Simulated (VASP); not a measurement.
## Al: relaxation of cell and atoms with BLYP+D3(BJ)

Crystal: Al.

```
CELL_PARAMETERS angstrom
2.75607 0.00000 0.00000
-0.91869 2.59845 0.00000
-0.91869 -1.29922 2.25032
ATOMIC_POSITIONS crystal
Al 0.00000 0.00000 0.00000
```

| Property | Result |
| --- | --- |
| Program | VASP 6.6.1 |
| Task | relaxation of cell and atoms |
| Functional | BLYP |
| Dispersion | D3(BJ) |
| Potentials or basis | VASP PAW PBE potentials, release 64 (Al) |
| Cutoff | 600 eV |
| k mesh | 12 × 12 × 12 |
| Occupations | fermi-dirac, width 0.1 eV |
| Spin | no spin polarisation |
| Dipole correction | no |
| Further INCAR settings | ALGO = Normal; EDIFF = 1e-06; IBRION = 2; EDIFFG = -0.005; NSW = 60; ISIF = 3 |

```yaml
Relaxed_volume: 16.01 Å³/atom
Relaxed_cell: a = 2.750 Å, b = 2.750 Å, c = 2.750 Å, α = 109.47°, β = 109.47°, γ = 109.47°
Space_group_after_relaxing_to_0.05_Å: Im-3m (No. 229)
Energy_gained_by_relaxing: 0.1 meV/atom
Ionic_steps: 2
Pressure_after_relaxing: 0.0 GPa
Dispersion_energy_per_atom: -0.798 eV
```

The path:
```
step  energy change (eV)  largest force (eV/Å)  pressure (GPa)  volume (Å³)
   1              0.0000                0.0000           -0.44        16.12
   2             -0.0001                0.0000           -0.02        16.01
```

Final structure:
```
Al
1.0
     2.75014    0.00000    0.00000
    -0.91671    2.59286    0.00000
    -0.91671   -1.29643    2.24548
Al
1
Direct
  0.00000 0.00000 0.00000
```

Levels at points of the mesh, in eV from the Fermi level:
| k point | band 1 | band 2 | band 3 | band 4 | band 5 |
| --- | --- | --- | --- | --- | --- |
| (0.00, 0.00, 0.00) | -11.31 | 13.37 | 13.37 | 13.37 | 14.86 |
| (0.50, 0.00, 0.00) | -4.36 | -3.93 | 8.23 | 8.38 | 10.21 |
| (0.50, 0.50, 0.50) | 1.87 | 1.87 | 1.87 | 3.14 | 3.14 |

Wall time 13 s on 1 thread of Intel(R) Xeon(R) Platinum 8259CL CPU @ 2.50GHz (Skylake/Cascade Lake), on a shared host, peak memory 0.15 GiB.

Caveat: the PAW data sets were made with another functional, which shifts forces and pressure a little; pairwise dispersion overbinds metals, which lowers pressure and volume.
